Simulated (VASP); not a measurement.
# Ti (Fm-3m) in VASP: a series of runs

The runs below take Ti through single point, with LDA.

Everything below comes from runs of VASP 6.6.1. Logs are shortened: lines on timing, memory, paths and dates and some standing lists are left out, and cuts for length are marked.

### Step 1. The cell of the first run

The structure is cubic, space group Fm-3m (No. 225). Conventional cell: a = 3.370 Å, b = 3.370 Å, c = 3.370 Å, α = 90.00°, β = 90.00°, γ = 90.00°. Within 3.1 Å of Ti (site symmetry m-3m) lie 12 Ti at 2.38 Å.

### Step 2. Single point, LDA

Contents of INCAR:

```
PREC     = Accurate       # precision mode
ENCUT    = 520            # plane-wave cutoff, eV
EDIFF    = 1E-6           # SCF threshold, eV
ISMEAR   = -1             # smearing method
SIGMA    = 0.1            # smearing width, eV
LREAL    = False          # projectors in reciprocal space
LASPH    = True           # aspherical terms in the spheres
NELM     = 100            # most SCF steps
ALGO     = Normal         # electronic algorithm
ISIF     = 2              # what is computed and relaxed
LWAVE    = False          # write WAVECAR
LCHARG   = False          # write CHGCAR
GGA      = CA             # functional
NBANDS   = 12             # bands
```

Contents of KPOINTS:

```
Automatic mesh
0
Gamma
  19 19 19
```

Contents of POSCAR:

```
Ti
1.0
    0.0000000000      1.6849314949      1.6849314949
    1.6849314949      0.0000000000      1.6849314949
    1.6849314949      1.6849314949      0.0000000000
Ti
1
Direct
    0.0000000000      0.0000000000      0.0000000000
```

Potentials or basis: VASP PAW LDA potentials, release 64 (Ti_sv).

Started as:

```sh
$ cat potpaw_LDA.64/Ti_sv/POTCAR > POTCAR
$ mpirun -np 1 vasp_std > vasp.out
```

OUTCAR:

```text
PREC = Accurate
   ENCUT = 520
   EDIFF = 1E-6
   ISMEAR = -1
   LREAL = False
   LASPH = True
   NELM = 100
   ISIF = 2
   GGA = CA

 ion  position               nearest neighbor table
   1  0.000  0.000  0.000-

  LATTYP: Found a face centered cubic cell.
 ALAT       =     3.3698629898

  Lattice vectors:

 A1 = (   0.0000000000,   1.6849314949,   1.6849314949)
 A2 = (   1.6849314949,   0.0000000000,   1.6849314949)
 A3 = (   1.6849314949,   1.6849314949,   0.0000000000)

Analysis of symmetry for initial positions (statically):
=====================================================================
 Subroutine PRICEL returns:
 Original cell was already a primitive cell.

 Routine SETGRP: Setting up the symmetry group for a
 face centered cubic supercell.

 Subroutine GETGRP returns: Found 48 space group operations
 (whereof 48 operations were pure point group operations)
 out of a pool of 48 trial point group operations.

The static configuration has the point symmetry O_h .

Analysis of symmetry for dynamics (positions and initial velocities):
=====================================================================
 Subroutine PRICEL returns:
 Original cell was already a primitive cell.

 Routine SETGRP: Setting up the symmetry group for a
 face centered cubic supercell.

 Subroutine GETGRP returns: Found 48 space group operations
 (whereof 48 operations were pure point group operations)
 out of a pool of 48 trial point group operations.

The dynamic configuration has the point symmetry O_h .

 Subroutine INISYM returns: Found 48 space group operations
 (whereof 48 operations are pure point group operations),
 and found     1 'primitive' translations

----------------------------------------------------------------------------------------

                                     Primitive cell

  volume of cell :       9.5670

  direct lattice vectors                    reciprocal lattice vectors
     0.000000000  1.684931495  1.684931495    -0.296747970  0.296747970  0.296747970
     1.684931495  0.000000000  1.684931495     0.296747970 -0.296747970  0.296747970
     1.684931495  1.684931495  0.000000000     0.296747970  0.296747970 -0.296747970

  length of vectors
     2.382852972  2.382852972  2.382852972     0.513982560  0.513982560  0.513982560

  position of ions in fractional coordinates (direct lattice)
     0.000000000  0.000000000  0.000000000

  ion indices of the primitive-cell ions
   primitive index   ion index
                 1           1

----------------------------------------------------------------------------------------

 KPOINTS: Automatic mesh

Automatic generation of k-mesh.
 Grid dimensions read from file:
 generate k-points for:   19   19   19

 Generating k-lattice:

  Cartesian coordinates                     Fractional coordinates (reciprocal lattice)
    -0.015618314  0.015618314  0.015618314     0.052631579  0.000000000  0.000000000
     0.015618314 -0.015618314  0.015618314     0.000000000  0.052631579  0.000000000
     0.015618314  0.015618314 -0.015618314     0.000000000  0.000000000  0.052631579

  Length of vectors
     0.027051714  0.027051714  0.027051714

  Shift w.r.t. Gamma in fractional coordinates (k-lattice)
     0.000000000  0.000000000  0.000000000

 Subroutine IBZKPT returns following result:
 ===========================================

 Found    220 irreducible k-points:

 Following reciprocal coordinates:
            Coordinates               Weight
  0.000000  0.000000  0.000000      1.000000
  0.052632  0.000000  0.000000      8.000000
  0.105263  0.000000  0.000000      8.000000
  0.157895  0.000000  0.000000      8.000000
  0.210526  0.000000  0.000000      8.000000
  0.263158  0.000000  0.000000      8.000000
[... 16 lines left out ...]
 -0.315789  0.052632  0.000000     24.000000
 -0.263158  0.052632  0.000000     24.000000
 [... further k-points ...]
   k-points           NKPTS =    220   k-points in BZ     NKDIM =    220   number of bands    NBANDS=     12
   number of dos      NEDOS =    301   number of ions     NIONS =      1
   total plane-waves  NPLWV =   5832
   dimension x,y,z NGX =    18 NGY =   18 NGZ =   18
   dimension x,y,z NGXF=    36 NGYF=   36 NGZF=   36
   ions per type =               1
   NGX,Y,Z   is equivalent  to a cutoff of  12.56, 12.56, 12.56 a.u.
   NGXF,Y,Z  is equivalent  to a cutoff of  25.12, 25.12, 25.12 a.u.
 SYSTEM =  unknown system
   PREC   = accura    normal or accurate (medium, high low for compatibility)
   ISTART =      0    job   : 0-new  1-cont  2-samecut
   ICHARG =      2    charge: 1-file 2-atom 10-const
   ISPIN  =      1    spin polarized calculation?
   LNONCOLLINEAR =      F non collinear calculations
   LSORBIT =      F    spin-orbit coupling
   LASPH  =      T    aspherical Exc in radial PAW
   ENCUT  =  520.0 eV  38.22 Ry    6.18 a.u.   4.43  4.43  4.43*2*pi/ulx,y,z
   NELM   =    100;   NELMIN=  2; NELMDL= -5     # of ELM steps
   EDIFF  = 0.1E-05   stopping-criterion for ELM
   LREAL  =      F    real-space projection
   EDIFFG = 0.1E-04   stopping-criterion for IOM
   NSW    =      0    number of steps for IOM
   IBRION =     -1    ionic relax: 0-MD 1-quasi-New 2-CG
   NFREE  =      0    steps in history (QN), initial steepest desc. (CG)
   ISIF   =      2    stress and relaxation
   ISYM   =      2    0-nonsym 1-usesym 2-fastsym
   POTIM  = 0.5000    time-step for ionic-motion
   TEBEG  =    0.0;   TEEND  =   0.0 temperature during run
   PSTRESS=    0.0 pullay stress
   NELECT =      12.0000    total number of electrons
   NUPDOWN=      -1.0000    fix difference up-down
   EMIN   =  10.00;   EMAX   =-10.00  energy-range for DOS
   EFERMI =   0.00;   METHOD = LEGACY
   ISMEAR =    -1;   SIGMA  =   0.10  broadening in eV -4-tet -1-fermi 0-gaus
   EFERMI_NEDOS =   21; number of points for ismear=-14 and -15
   IALGO  =     38    algorithm
   IMIX   =      4    mixing-type and parameters
     AMIX     =   0.40;   BMIX     =  1.00
     AMIX_MAG =   1.60;   BMIX_MAG =  1.00
  volume/ion in A,a.u.               =       9.57        64.56
  Fermi-wavevector in a.u.,A,eV,Ry     =   1.765535  3.336377 42.410909  3.117114
  Thomas-Fermi vector in A             =   2.833297
   LORBIT       =      0    0 simple, 1 ext, 2 COOP (PROOUT), +10 PAW based schemes
   GGA     = CA    functional components
   LHFCALC =     F    Hartree Fock is set to
   AEXX    =    0.0000 exact exchange contribution
   IVDW    =     0    specifies the selected vdW correction
   LEPSILON=     F    determine dielectric tensor
   LRPA    =     F    only Hartree local field effects (RPA)
 non-spin polarized calculation
  energy-cutoff  :      520.00
  volume of cell :        9.57
 maximum number of plane-waves:       271
 NGX is ok and might be reduce to    18
   NGX =  9   NGY =  9   NGZ =  9

 number of electron      12.0000005 magnetization

 Free energy of the ion-electron system (eV)
  ---------------------------------------------------
  ext. energy  EPLUGINS =         0.00000000
  ---------------------------------------------------
  free energy    TOTEN  =        -6.55098659 eV

  energy without entropy =       -6.52685102  energy(sigma->0) =       -6.53891881

 E-fermi :  16.0566     XC(G=0): -14.9540

 val. band max:       16.0529152380   @ k =  -0.3684   0.1053   0.0000
 cond. band min:      16.0649805533   @ k =  -0.2632   0.1579   0.0526
 fundamental gap:      0.0120653153
 Fermi energy:        16.0566274371

 k-point     1 :       0.0000    0.0000    0.0000
  band No.  band energies     occupation
      1     -40.0913      2.00000
      2     -14.2649      2.00000
      3     -14.2649      2.00000
      4     -14.2649      2.00000
      5       9.8191      2.00000
      6      16.8304      0.00087
      7      16.8304      0.00087
      8      16.8304      0.00087
      9      20.3376      0.00000
     10      20.3376      0.00000
     11      34.6922      0.00000
     12      42.4799      0.00000

 k-point     2 :       0.0526    0.0000    0.0000
  band No.  band energies     occupation
      1     -40.0634      2.00000
      2     -14.3807      2.00000
      3     -14.2773      2.00000
      4     -14.2773      2.00000
      5       9.9915      2.00000
      6      16.7161      0.00273
      7      16.9006      0.00043
      8      16.9006      0.00043
      9      20.2785      0.00000
     10      20.2785      0.00000
     11      34.9638      0.00000
     12      41.5646      0.00000

 k-point     3 :       0.1053    0.0000    0.0000
  band No.  band energies     occupation
      1     -39.9822      2.00000
      2     -14.7106      2.00000
      3     -14.3130      2.00000
      4     -14.3130      2.00000
      5      10.4748      2.00000
      6      16.4264      0.04837
      7      17.0856      0.00007
      8      17.0856      0.00007
      9      20.1389      0.00000
     10      20.1389      0.00000
     11      35.7004      0.00000
     12      39.8351      0.00000
[... 286 lines left out ...]
 k-point    23 :      -0.3158    0.0526    0.0000
  band No.  band energies     occupation
      1     -39.2483      2.00000
      2     -17.1989      2.00000
      3     -14.7226      2.00000
      4     -14.5640      2.00000
      5      12.2889      2.00000
      6      16.8601      0.00065
      7      17.0311      0.00012
      8      17.4946      0.00000
      9      20.9613      0.00000
     10      22.0965      0.00000
     11      33.8908      0.00000
     12      37.3622      0.00000

 k-point    24 :      -0.2632    0.0526    0.0000
  band No.  band energies     occupation
      1     -39.4266      2.00000
      2     -16.6389      2.00000
      3     -14.6584      2.00000
      4     -14.4899      2.00000
      5      12.3763      2.00000
      6      16.4827      0.02784
      7      17.1500      0.00004
      8      17.2939      0.00001
      9      20.2514      0.00000
     10      21.4028      0.00000
     11      34.8192      0.00000
     12      38.1530      0.00000

 [... further k-points ...]

------------------------ aborting loop because EDIFF is reached ----------------------------------------

  FORCE on cell =-STRESS in cart. coord.  units (eV):
  Direction    XX          YY          ZZ          XY          YZ          ZX
  --------------------------------------------------------------------------------------
  -------------------------------------------------------------------------------------
  Total        8.3594945      8.3594945      8.3594945      0.0000000      0.0000000      0.0000000
  in kB     1399.9542986   1399.9542986   1399.9542986      0.0000000      0.0000000      0.0000000
  external PRESSURE =    1399.9542986 kB  Pullay stress =       0.0000000 kB

 VOLUME and BASIS-vectors are now :
 -----------------------------------------------------------------------------
  energy-cutoff  :      520.00
  volume of cell :        9.57
      direct lattice vectors                 reciprocal lattice vectors
     0.000000000  1.684931495  1.684931495    -0.296747970  0.296747970  0.296747970
     1.684931495  0.000000000  1.684931495     0.296747970 -0.296747970  0.296747970
     1.684931495  1.684931495  0.000000000     0.296747970  0.296747970 -0.296747970

 POSITION                                       TOTAL-FORCE (eV/Angst)
 -----------------------------------------------------------------------------------
      0.00000      0.00000      0.00000         0.000000      0.000000      0.000000
 -----------------------------------------------------------------------------------
    total drift:                                0.000000     -0.000000     -0.000000

  FREE ENERGIE OF THE ION-ELECTRON SYSTEM (eV)
  ---------------------------------------------------
  free  energy   TOTEN  =        -6.5509865943 eV

  energy  without entropy=       -6.5268510235  energy(sigma->0) =       -6.53891881
```

It took 57 s on 1 thread of Intel Xeon 8259CL, shared host; peak memory 0.13 GiB.

What came out:

- Free energy: -6.5510 eV
- Pressure: 140.0 GPa
- Band gap on the k mesh: zero (band 6 reaches 17.05 eV, above the bottom of band 7 at 15.19 eV)

### Step 3. Single point, LDA

Changes to INCAR since step 2:

```diff
@@ -7,3 +7,3 @@
 LASPH    = True           # aspherical terms in the spheres
-NELM     = 100            # most SCF steps
+NELM     = 60             # most SCF steps
 ALGO     = Normal         # electronic algorithm
```

Contents of KPOINTS:

```
regular mesh
0
Gamma
  19 19 19
```

Contents of POSCAR:

```
Ti
1.0
    0.0000000000      1.6851363326      1.6851363326
    1.6851363326      0.0000000000      1.6851363326
    1.6851363326      1.6851363326      0.0000000000
Ti
1
Direct
    0.0000000000      0.0000000000      0.0000000000
```

Potentials or basis: VASP PAW LDA potentials, release 64 (Ti_sv).

Started as:

```sh
$ cat potpaw_LDA.64/Ti_sv/POTCAR > POTCAR
$ mpirun -np 1 vasp_std > vasp.out
```

OUTCAR:

```text
PREC = Accurate
   ENCUT = 520
   EDIFF = 1E-6
   ISMEAR = -1
   LREAL = False
   LASPH = True
   NELM = 60
   ISIF = 2
   GGA = CA

 ion  position               nearest neighbor table
   1  0.000  0.000  0.000-

  LATTYP: Found a face centered cubic cell.
 ALAT       =     3.3702726652

  Lattice vectors:

 A1 = (   0.0000000000,   1.6851363326,   1.6851363326)
 A2 = (   1.6851363326,   0.0000000000,   1.6851363326)
 A3 = (   1.6851363326,   1.6851363326,   0.0000000000)

Analysis of symmetry for initial positions (statically):
=====================================================================
 Subroutine PRICEL returns:
 Original cell was already a primitive cell.

 Routine SETGRP: Setting up the symmetry group for a
 face centered cubic supercell.

 Subroutine GETGRP returns: Found 48 space group operations
 (whereof 48 operations were pure point group operations)
 out of a pool of 48 trial point group operations.

The static configuration has the point symmetry O_h .

Analysis of symmetry for dynamics (positions and initial velocities):
[... 160 lines left out ...]
 cond. band min:      16.0591816139   @ k =  -0.2632   0.1579   0.0526
 fundamental gap:      0.0117265235
 Fermi energy:        16.0505240164

 k-point     1 :       0.0000    0.0000    0.0000
  band No.  band energies     occupation
      1     -40.0962      2.00000
      2     -14.2723      2.00000
      3     -14.2723      2.00000
      4     -14.2723      2.00000
      5       9.8119      2.00000
      6      16.8247      0.00087
      7      16.8247      0.00087
      8      16.8247      0.00087
      9      20.3303      0.00000
     10      20.3303      0.00000
     11      34.6841      0.00000
     12      42.4693      0.00000
[... 331 lines left out ...]
 k-point    24 :      -0.2632    0.0526    0.0000
  band No.  band energies     occupation
      1     -39.4322      2.00000
      2     -16.6442      2.00000
      3     -14.6655      2.00000
      4     -14.4972      2.00000
      5      12.3700      2.00000
      6      16.4752      0.02821
      7      17.1441      0.00004
      8      17.2880      0.00001
      9      20.2443      0.00000
     10      21.3950      0.00000
     11      34.8097      0.00000
     12      38.1411      0.00000

 [... further k-points ...]
[... 5 lines left out ...]
  --------------------------------------------------------------------------------------
  -------------------------------------------------------------------------------------
  Total        8.3518298      8.3518298      8.3518298      0.0000000      0.0000000      0.0000000
  in kB     1398.1607058   1398.1607058   1398.1607058      0.0000000      0.0000000      0.0000000
  external PRESSURE =    1398.1607058 kB  Pullay stress =       0.0000000 kB

 VOLUME and BASIS-vectors are now :
 -----------------------------------------------------------------------------
  energy-cutoff  :      520.00
  volume of cell :        9.57
      direct lattice vectors                 reciprocal lattice vectors
     0.000000000  1.685136333  1.685136333    -0.296711898  0.296711898  0.296711898
     1.685136333  0.000000000  1.685136333     0.296711898 -0.296711898  0.296711898
     1.685136333  1.685136333  0.000000000     0.296711898  0.296711898 -0.296711898

 POSITION                                       TOTAL-FORCE (eV/Angst)
 -----------------------------------------------------------------------------------
      0.00000      0.00000      0.00000        -0.000000      0.000000      0.000000
 -----------------------------------------------------------------------------------
    total drift:                                0.000000     -0.000000     -0.000000

  FREE ENERGIE OF THE ION-ELECTRON SYSTEM (eV)
  ---------------------------------------------------
  free  energy   TOTEN  =        -6.5540331542 eV

  energy  without entropy=       -6.5298821099  energy(sigma->0) =       -6.54195763
```

OSZICAR:

```text
N       E                     dE             d eps       ncg     rms          rms(c)
DAV:   1     0.822665383154E+02    0.82267E+02   -0.65837E+03  5380   0.136E+03
DAV:   2    -0.346675685222E+01   -0.85733E+02   -0.82477E+02  5404   0.303E+02
DAV:   3    -0.645560724398E+01   -0.29889E+01   -0.29434E+01  6196   0.581E+01
DAV:   4    -0.652789884174E+01   -0.72292E-01   -0.72241E-01  5968   0.784E+00
DAV:   5    -0.652925440919E+01   -0.13556E-02   -0.13555E-02  5964   0.926E-01    0.182E+01
DAV:   6    -0.641215583212E+01    0.11710E+00   -0.56381E-01  5968   0.114E+01    0.829E+00
DAV:   7    -0.650657143863E+01   -0.94416E-01   -0.16585E-01  6280   0.470E+00    0.273E+00
DAV:   8    -0.655374870154E+01   -0.47177E-01   -0.12131E-01  5616   0.346E+00    0.315E-01
DAV:   9    -0.655385313734E+01   -0.10444E-03   -0.94338E-03  5884   0.913E-01    0.213E-01
DAV:  10    -0.655403133781E+01   -0.17820E-03   -0.13302E-03  5452   0.362E-01    0.347E-02
DAV:  11    -0.655403400419E+01   -0.26664E-05   -0.54081E-05  5988   0.943E-02    0.968E-03
DAV:  12    -0.655403315416E+01    0.85003E-06   -0.38663E-06  5852   0.179E-02
   1 F= -.65540332E+01 E0= -.65419576E+01  d E =-.241510E-01
```

It took 62 s on 1 thread of Intel Xeon 8259CL, shared host; peak memory 0.13 GiB.

Results:

| Quantity | Value |
| --- | --- |
| Free energy | -6.5540 eV |
| Pressure | 139.8 GPa |
| Band gap on the k mesh | zero (band 6 reaches 17.04 eV, above the bottom of band 7 at 15.18 eV) |

Levels at points of the mesh, in eV from the Fermi level:
| k point | band 3 | band 4 | band 5 | band 6 | band 7 | band 8 | band 9 | band 10 |
| --- | --- | --- | --- | --- | --- | --- | --- | --- |
| (0.00, 0.00, 0.00) | -30.32 | -30.32 | -6.24 | 0.77 | 0.77 | 0.77 | 4.28 | 4.28 |
